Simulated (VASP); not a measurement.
# Ge (P6_3/mmc) in VASP: notebook

The runs below take Ge through single point, with LDA.

All numbers are computed with VASP 6.6.1; they aren't measurements. Logs are shortened: lines on timing, memory, paths and dates and some standing lists are left out, and cuts for length are marked.

**1. The cell of the first run**

The structure is hexagonal, space group P6_3/mmc (No. 194). The conventional cell has a = 3.818 Å, b = 3.818 Å, c = 6.306 Å, α = 90.00°, β = 90.00°, γ = 120.00°. Ge (site symmetry 3m) has 4 Ge at 2.34 to 2.35 Å within 3.1 Å.

**2. Single point, LDA**

The input, INCAR:

```
  PREC = Accurate
  ENCUT = 520
  EDIFF = 1E-6
  ISMEAR = -1
  SIGMA = 0.1
  LREAL = False
  LASPH = True
  NELM = 80
  ALGO = Normal
  ISIF = 2
  LWAVE = False
  LCHARG = False
  NBANDS = 36
```

The input, KPOINTS:

```
regular mesh
0
Gamma
  7 7 4
```

The input, POSCAR:

```
Ge
1.0
    3.8184858301      0.0000000000      0.0000000000
   -1.9092429150      3.3069057328      0.0000000000
    0.0000000000      0.0000000000      6.3058547377
Ge
4
Direct
    0.6666666667      0.3333333333      0.0632734405
    0.3333333333      0.6666666667      0.5632734405
    0.3333333333      0.6666666667      0.9367265595
    0.6666666667      0.3333333333      0.4367265595
```

Potentials or basis: VASP PAW LDA potentials, release 64 (Ge_d).

The run is started by

```bash
$ cat potpaw_LDA.64/Ge_d/POTCAR > POTCAR
$ mpirun -np 1 vasp_std > vasp.out
```

OUTCAR:

```text
PREC = Accurate
   ENCUT = 520
   EDIFF = 1E-6
   ISMEAR = -1
   LREAL = False
   LASPH = True
   NELM = 80
   ISIF = 2

 ion  position               nearest neighbor table
   1  0.667  0.333  0.063-   3 2.34   3 2.34   3 2.34   4 2.35
   2  0.333  0.667  0.563-   4 2.34   4 2.34   4 2.34   3 2.35
   3  0.333  0.667  0.937-   1 2.34   1 2.34   1 2.34   2 2.35
   4  0.667  0.333  0.437-   2 2.34   2 2.34   2 2.34   1 2.35

  LATTYP: Found a hexagonal cell.
 ALAT       =     3.8184858301
 C/A-ratio  =     1.6514018955

  Lattice vectors:

 A1 = (   3.8184858301,   0.0000000000,   0.0000000000)
 A2 = (  -1.9092429150,   3.3069057328,   0.0000000000)
 A3 = (   0.0000000000,   0.0000000000,   6.3058547377)

Analysis of symmetry for initial positions (statically):
=====================================================================
 Subroutine PRICEL returns:
 Original cell was already a primitive cell.

 Routine SETGRP: Setting up the symmetry group for a
 hexagonal supercell.

 Subroutine GETGRP returns: Found 24 space group operations
 (whereof 12 operations were pure point group operations)
 out of a pool of 24 trial point group operations.

The static configuration has the point symmetry D_3d.
 The point group associated with its full space group is D_6h.

Analysis of symmetry for dynamics (positions and initial velocities):
=====================================================================
 Subroutine PRICEL returns:
 Original cell was already a primitive cell.

 Routine SETGRP: Setting up the symmetry group for a
 hexagonal supercell.

 Subroutine GETGRP returns: Found 24 space group operations
 (whereof 12 operations were pure point group operations)
 out of a pool of 24 trial point group operations.

The dynamic configuration has the point symmetry D_3d.
 The point group associated with its full space group is D_6h.

 Subroutine INISYM returns: Found 24 space group operations
 (whereof 12 operations are pure point group operations),
 and found     1 'primitive' translations

----------------------------------------------------------------------------------------

                                     Primitive cell

  volume of cell :      79.6264

  direct lattice vectors                    reciprocal lattice vectors
     3.818485830  0.000000000  0.000000000     0.261883910  0.151198746  0.000000000
    -1.909242915  3.306905733  0.000000000     0.000000000  0.302397492  0.000000000
     0.000000000  0.000000000  6.305854738     0.000000000  0.000000000  0.158582784

  length of vectors
     3.818485830  3.818485830  6.305854738     0.302397492  0.302397492  0.158582784

  position of ions in fractional coordinates (direct lattice)
     0.666666667  0.333333333  0.063273440
     0.333333333  0.666666667  0.563273440
     0.333333333  0.666666667  0.936726560
     0.666666667  0.333333333  0.436726560

  ion indices of the primitive-cell ions
   primitive index   ion index
                 1           1
                 2           2
                 3           3
                 4           4

----------------------------------------------------------------------------------------

 KPOINTS: regular mesh

Automatic generation of k-mesh.
 Grid dimensions read from file:
 generate k-points for:    7    7    4

 Generating k-lattice:

  Cartesian coordinates                     Fractional coordinates (reciprocal lattice)
     0.037411987  0.021599821  0.000000000     0.142857143  0.000000000  0.000000000
     0.000000000  0.043199642  0.000000000     0.000000000  0.142857143  0.000000000
     0.000000000  0.000000000  0.039645696     0.000000000  0.000000000  0.250000000

  Length of vectors
     0.043199642  0.043199642  0.039645696

  Shift w.r.t. Gamma in fractional coordinates (k-lattice)
     0.000000000  0.000000000  0.000000000

 Subroutine IBZKPT returns following result:
 ===========================================

 Found     24 irreducible k-points:

 Following reciprocal coordinates:
            Coordinates               Weight
  0.000000  0.000000  0.000000      1.000000
  0.142857 -0.000000  0.000000      6.000000
  0.285714  0.000000  0.000000      6.000000
  0.428571  0.000000  0.000000      6.000000
  0.142857  0.142857  0.000000      6.000000
  0.285714  0.142857  0.000000     12.000000
[... 16 lines left out ...]
  0.428571  0.142857  0.500000      6.000000
  0.285714  0.285714  0.500000      6.000000
   k-points           NKPTS =     24   k-points in BZ     NKDIM =     24   number of bands    NBANDS=     36
   number of dos      NEDOS =    301   number of ions     NIONS =      4
   total plane-waves  NPLWV =  37632
   dimension x,y,z NGX =    28 NGY =   28 NGZ =   48
   dimension x,y,z NGXF=    56 NGYF=   56 NGZF=   96
   ions per type =               4
   NGX,Y,Z   is equivalent  to a cutoff of  12.19, 12.19, 12.65 a.u.
   NGXF,Y,Z  is equivalent  to a cutoff of  24.38, 24.38, 25.31 a.u.
 SYSTEM =  unknown system
   PREC   = accura    normal or accurate (medium, high low for compatibility)
   ISTART =      0    job   : 0-new  1-cont  2-samecut
   ICHARG =      2    charge: 1-file 2-atom 10-const
   ISPIN  =      1    spin polarized calculation?
   LNONCOLLINEAR =      F non collinear calculations
   LSORBIT =      F    spin-orbit coupling
   LASPH  =      T    aspherical Exc in radial PAW
   ENCUT  =  520.0 eV  38.22 Ry    6.18 a.u.   7.10  7.10 11.72*2*pi/ulx,y,z
   NELM   =     80;   NELMIN=  2; NELMDL= -5     # of ELM steps
   EDIFF  = 0.1E-05   stopping-criterion for ELM
   LREAL  =      F    real-space projection
   EDIFFG = 0.1E-04   stopping-criterion for IOM
   NSW    =      0    number of steps for IOM
   IBRION =     -1    ionic relax: 0-MD 1-quasi-New 2-CG
   NFREE  =      0    steps in history (QN), initial steepest desc. (CG)
   ISIF   =      2    stress and relaxation
   ISYM   =      2    0-nonsym 1-usesym 2-fastsym
   POTIM  = 0.5000    time-step for ionic-motion
   TEBEG  =    0.0;   TEEND  =   0.0 temperature during run
   PSTRESS=    0.0 pullay stress
   NELECT =      56.0000    total number of electrons
   NUPDOWN=      -1.0000    fix difference up-down
   EMIN   =  10.00;   EMAX   =-10.00  energy-range for DOS
   EFERMI =   0.00;   METHOD = LEGACY
   ISMEAR =    -1;   SIGMA  =   0.10  broadening in eV -4-tet -1-fermi 0-gaus
   EFERMI_NEDOS =   21; number of points for ismear=-14 and -15
   IALGO  =     38    algorithm
   IMIX   =      4    mixing-type and parameters
     AMIX     =   0.40;   BMIX     =  1.00
     AMIX_MAG =   1.60;   BMIX_MAG =  1.00
  volume/ion in A,a.u.               =      19.91       134.34
  Fermi-wavevector in a.u.,A,eV,Ry     =   1.455856  2.751170 28.837788  2.119518
  Thomas-Fermi vector in A             =   2.572842
   LORBIT       =      0    0 simple, 1 ext, 2 COOP (PROOUT), +10 PAW based schemes
   GGA     = CA    functional components
   LHFCALC =     F    Hartree Fock is set to
   AEXX    =    0.0000 exact exchange contribution
   IVDW    =     0    specifies the selected vdW correction
   LEPSILON=     F    determine dielectric tensor
   LRPA    =     F    only Hartree local field effects (RPA)
 non-spin polarized calculation
  energy-cutoff  :      520.00
  volume of cell :       79.63
 maximum number of plane-waves:      2159
   NGX = 15   NGY = 15   NGZ = 23

 number of electron      56.0000052 magnetization

 Free energy of the ion-electron system (eV)
  ---------------------------------------------------
  ext. energy  EPLUGINS =         0.00000000
  ---------------------------------------------------
  free energy    TOTEN  =       -20.43588406 eV

  energy without entropy =      -20.42685154  energy(sigma->0) =      -20.43136780

 E-fermi :   6.2175     XC(G=0): -10.9070

 val. band max:        5.9075261667   @ k =   0.0000   0.0000   0.0000
 cond. band min:       6.2949927331   @ k =   0.0000   0.0000   0.0000
 fundamental gap:      0.3874665665
 Fermi energy:         6.2175305362

 k-point     1 :       0.0000    0.0000    0.0000
  band No.  band energies     occupation
      1     -19.1603      2.00000
      2     -19.1603      2.00000
      3     -19.1081      2.00000
      4     -19.1039      2.00000
      5     -19.1039      2.00000
      6     -19.0939      2.00000
[... 28 lines left out ...]
     35      10.9407      0.00000
     36      12.2808      0.00000

 k-point     2 :       0.1429   -0.0000    0.0000
  band No.  band energies     occupation
      1     -19.1760      2.00000
      2     -19.1654      2.00000
      3     -19.1241      2.00000
      4     -19.1129      2.00000
      5     -19.1038      2.00000
      6     -19.0755      2.00000
[... 28 lines left out ...]
     35      11.9251      0.00000
     36      12.0404      0.00000

 k-point     3 :       0.2857    0.0000    0.0000
  band No.  band energies     occupation
      1     -19.1883      2.00000
      2     -19.1707      2.00000
      3     -19.1461      2.00000
      4     -19.1255      2.00000
      5     -19.0948      2.00000
      6     -19.0584      2.00000
[... 28 lines left out ...]
     35      13.1862      0.00000
     36      14.0313      0.00000

 k-point     4 :       0.4286    0.0000    0.0000
  band No.  band energies     occupation
      1     -19.1839      2.00000
      2     -19.1714      2.00000
      3     -19.1654      2.00000
      4     -19.1317      2.00000
      5     -19.0750      2.00000
      6     -19.0520      2.00000
[... 28 lines left out ...]
     35      13.5588      0.00000
     36      14.7633      0.00000

 k-point     5 :       0.1429    0.1429    0.0000
  band No.  band energies     occupation
      1     -19.1847      2.00000
      2     -19.1762      2.00000
      3     -19.1369      2.00000
      4     -19.1286      2.00000
      5     -19.0918      2.00000
      6     -19.0649      2.00000
[... 655 lines left out ...]
 k-point    22 :       0.2857    0.1429    0.5000
  band No.  band energies     occupation
      1     -19.1647      2.00000
      2     -19.1647      2.00000
      3     -19.1494      2.00000
      4     -19.1494      2.00000
      5     -19.0753      2.00000
      6     -19.0753      2.00000
[... 28 lines left out ...]
     35      12.7924      0.00000
     36      12.7924      0.00000

 k-point    23 :       0.4286    0.1429    0.5000
  band No.  band energies     occupation
      1     -19.1674      2.00000
      2     -19.1674      2.00000
      3     -19.1492      2.00000
      4     -19.1492      2.00000
      5     -19.0666      2.00000
      6     -19.0666      2.00000
[... 28 lines left out ...]
     35      14.9296      0.00000
     36      14.9296      0.00000

 k-point    24 :       0.2857    0.2857    0.5000
  band No.  band energies     occupation
      1     -19.1775      2.00000
      2     -19.1775      2.00000
      3     -19.1495      2.00000
      4     -19.1495      2.00000
      5     -19.0621      2.00000
      6     -19.0621      2.00000
[... 28 lines left out ...]
     35      12.6100      0.00000
     36      12.6100      0.00000

------------------------ aborting loop because EDIFF is reached ----------------------------------------

  FORCE on cell =-STRESS in cart. coord.  units (eV):
  Direction    XX          YY          ZZ          XY          YZ          ZX
  --------------------------------------------------------------------------------------
  -------------------------------------------------------------------------------------
  Total        5.0590163      5.0590163      5.0626965      0.0000000     -0.0000000      0.0000000
  in kB      101.7934181    101.7934181    101.8674696      0.0000000     -0.0000000      0.0000000
  external PRESSURE =     101.8181019 kB  Pullay stress =       0.0000000 kB

 VOLUME and BASIS-vectors are now :
 -----------------------------------------------------------------------------
  energy-cutoff  :      520.00
  volume of cell :       79.63
      direct lattice vectors                 reciprocal lattice vectors
     3.818485830  0.000000000  0.000000000     0.261883910  0.151198746  0.000000000
    -1.909242915  3.306905733  0.000000000     0.000000000  0.302397492  0.000000000
     0.000000000  0.000000000  6.305854738     0.000000000  0.000000000  0.158582784

 POSITION                                       TOTAL-FORCE (eV/Angst)
 -----------------------------------------------------------------------------------
      1.90924      1.10230      0.39899        -0.000000     -0.000000      0.001038
     -0.00000      2.20460      3.55192        -0.000000      0.000000      0.001038
     -0.00000      2.20460      5.90686         0.000000      0.000000     -0.001038
      1.90924      1.10230      2.75393         0.000000     -0.000000     -0.001038
 -----------------------------------------------------------------------------------
    total drift:                               -0.000000      0.000000      0.000000

  FREE ENERGIE OF THE ION-ELECTRON SYSTEM (eV)
  ---------------------------------------------------
  free  energy   TOTEN  =       -20.4358840550 eV

  energy  without entropy=      -20.4268515404  energy(sigma->0) =      -20.43136780
```

Run time: 24 s. Hardware: 1 thread of Intel Xeon 6975P-C (Granite Rapids), shared host; peak memory 0.18 GiB.

Results:

| Property | Result |
| --- | --- |
| Free energy | -20.4359 eV |
| Pressure | 10.2 GPa |

(Part 1 of 2 ends here.)
